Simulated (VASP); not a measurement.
The system is Zn.

```
Zn
1.0
     2.66480    0.00000    0.00000
    -1.33240    2.30778    0.00000
     0.00000    0.00000    4.94670
Zn
2
Direct
  0.33333 0.66667 0.25000
  0.66667 0.33333 0.75000
```

Base run:

* Program: VASP 6.6.1
* Functional: PBE
* Potentials or basis: VASP PAW PBE potentials, release 64 (Zn)
* Cutoff: 520 eV
* k mesh: 14 × 14 × 7
* Occupations: fermi-dirac, width 0.05 eV
* Spin: no spin polarisation

Its results: band gap on the k mesh zero (bands 12 and 13 overlap by 4.44 eV); pressure 0.0 GPa.

Question: The run is repeated on the same cell with these changes: functional from PBE to r2SCAN; further incar settings from ALGO = Normal; EDIFF = 1e-06; NBANDS = 19 to ALGO = Normal; EDIFF = 1e-08; NBANDS = 19. What comes out?

Answer: Band gap on the k mesh zero (bands 12 and 13 overlap by 4.59 eV); pressure -4.1 GPa.

Caveats: the cell stands under tension (at least some runs); the PAW data sets were made with another functional, which shifts forces and pressure a little (at least some runs).
